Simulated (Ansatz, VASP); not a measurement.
# YN: VASP beside Ansatz

Contents of POSCAR:

```
YN
1.0
    0.0000000000      2.4534130892      2.4534130892
    2.4534130892      0.0000000000      2.4534130892
    2.4534130892      2.4534130892      0.0000000000
Y N
1 1
Direct
    0.5000000000      0.5000000000      0.5000000000
    0.0000000000      0.0000000000      0.0000000000
```

The input INCAR.step1:

```
SYSTEM = YN
PREC = Accurate
ENCUT = 660
ISMEAR = 0
SIGMA = 0.05
LREAL = .FALSE.
LASPH = .TRUE.
NELM = 120
NBANDS = 15
GGA = PE
ALGO = Normal
EDIFF = 1E-5
LWAVE = .TRUE.
LCHARG = .FALSE.
GGA_COMPAT = .FALSE.
```

Contents of INCAR.step2:

```
SYSTEM = YN
PREC = Accurate
ENCUT = 660
EDIFF = 1E-6
ISMEAR = 0
SIGMA = 0.05
LREAL = .FALSE.
LASPH = .TRUE.
NELM = 120
ALGO = Normal
ISIF = 2
LWAVE = .FALSE.
LCHARG = .FALSE.
METAGGA = R2SCAN
LMIXTAU = .TRUE.
NBANDS = 15
ISTART = 1
GGA_COMPAT = .FALSE.
```

Contents of KPOINTS:

```
regular mesh
0
G
  12 12 12
  0 0 0
```

Input for Ansatz:

```yaml
crystal:
  lattice:
    - [0.0, 2.4534130892, 2.4534130892]
    - [2.4534130892, 0.0, 2.4534130892]
    - [2.4534130892, 2.4534130892, 0.0]
  atoms:
    - { symbol: "Y", position: [0.5, 0.5, 0.5] }
    - { symbol: "N", position: [0.0, 0.0, 0.0] }
basis:
  ecutwfc: 500
  ecutrho_ratio: 4
kpoints:
  mp_grid: { grid: [12, 12, 12] }
hamiltonian:
  xc: r2scan
scf:
  occupations: { method: gaussian, width: 0.05 }
output:
  forces: true
  stress: true
  eigenvalues: true
  populations: true
  write_density: true
  write_potential: true
  elf: true
  volumetric_format: npy
```

Alike in both runs: task single point; functional r2SCAN; k mesh 12 × 12 × 12; occupations gaussian, width 0.05 eV; no spin polarisation.

```csv
,VASP,Ansatz
version,VASP 6.6.1,Ansatz 0.2.0
potentials or method,"VASP PAW PBE potentials, release 64 (Y_sv, N), cutoff 660 eV","scalar-relativistic, plane waves, PAW"
valence electrons in the cell,16,16
```

```tsv
	VASP	Ansatz	Ansatz less VASP
gap on the k mesh at the Fermi level (eV)	0.61	0.59	-0.015
least direct gap on the mesh (eV)	1.02	1.00	-0.020
pressure (GPa)	-0.9	-1.1	-0.19
```

VASP's potentials were made for PBE, not for r2SCAN. The functional is the same, so the differences come from potentials, cutoffs and numerics.
